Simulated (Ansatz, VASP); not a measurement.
Hf4F in VASP and in Ansatz

The input INCAR:

```
SYSTEM = Hf4F
ALGO     = Normal         ! electronic algorithm
DIPOL    = 0.5 0.5 0.372
EDIFF    = 1E-6           ! SCF threshold, eV
ENCUT    = 520            ! plane-wave cutoff, eV
GGA      = PE             ! functional
IDIPOL   = 3            
ISIF     = 2              ! what is computed and relaxed
ISMEAR   = 0              ! smearing method
LASPH    = .TRUE.         ! aspherical terms in the spheres
LCHARG   = .FALSE.        ! write CHGCAR
LDIPOL   = .TRUE.       
LREAL    = .FALSE.        ! projectors in reciprocal space
LWAVE    = .FALSE.        ! write WAVECAR
NBANDS   = 32             ! bands
NELM     = 100            ! most SCF steps
PREC     = Accurate       ! precision mode
SIGMA    = 0.1            ! smearing width, eV
```

KPOINTS

```
k-points
0
G
  9 9 1
  0 0 0
```

The input POSCAR:

```
Hf4F
1.0
    3.2048170381      0.0000000000      0.0000000000
   -1.6024085190      2.7754529695      0.0000000000
    0.0000000000      0.0000000000     24.5281466259
Hf F
4 1
Direct
    0.6666666667      0.3333333333      0.1630779553
    0.3333333333      0.6666666667      0.2663815885
    0.6666666667      0.3333333333      0.3732987945
    0.3333333333      0.6666666667      0.4699966451
    0.7777777778      0.2222222222      0.5870050781
```

Input for Ansatz:

```yaml
crystal:
  lattice:
    - [3.2048170381, 0.0, 0.0]
    - [-1.602408519, 2.7754529695, 0.0]
    - [0.0, 0.0, 24.5281466259]
  atoms:
    - { symbol: Hf, position: [0.6666666667, 0.3333333333, 0.1630779553] }
    - { symbol: Hf, position: [0.3333333333, 0.6666666667, 0.2663815885] }
    - { symbol: Hf, position: [0.6666666667, 0.3333333333, 0.3732987945] }
    - { symbol: Hf, position: [0.3333333333, 0.6666666667, 0.4699966451] }
    - { symbol: F, position: [0.7777777778, 0.2222222222, 0.5870050781] }
basis:
  ecutwfc: 420
kpoints:
  mp_grid: { grid: [9, 9, 1] }
hamiltonian:
  xc: pbe
scf:
  occupations: { method: gaussian, width: 0.1 }
output:
  forces: true
  eigenvalues: true
efield:
  axis: 3
  dipole_correction: true
  ramp_width: 0.04
```

Alike in both runs: task single point; functional PBE; k mesh 9 × 9 × 1; occupations gaussian, width 0.1 eV; no spin polarisation.

```csv
,VASP,Ansatz
version,VASP 6.6.1,Ansatz 0.2.0
potentials or method,"VASP PAW PBE potentials, release 64 (Hf_pv, F), cutoff 520 eV","scalar-relativistic, plane waves, PAW"
valence electrons in the cell,47,111
```

Ansatz gave:

```
gap on the k mesh at the Fermi level (eV) : none
rms of the force components (eV/Å)        : 0.955
```

Q: What did VASP give for the same quantities?

A: gap on the k mesh at the Fermi level (eV): none; rms of the force components (eV/Å): 0.943.

Atom by atom the forces differ by 0.022 eV/Å (rms over components). A gap of «none» marks a metal or a gap that the smearing closes. VASP's potentials hold 47 valence electrons a cell and Ansatz's 111, so a difference there can come from the potentials and not from the codes.

Neither program's run includes spin-orbit coupling.
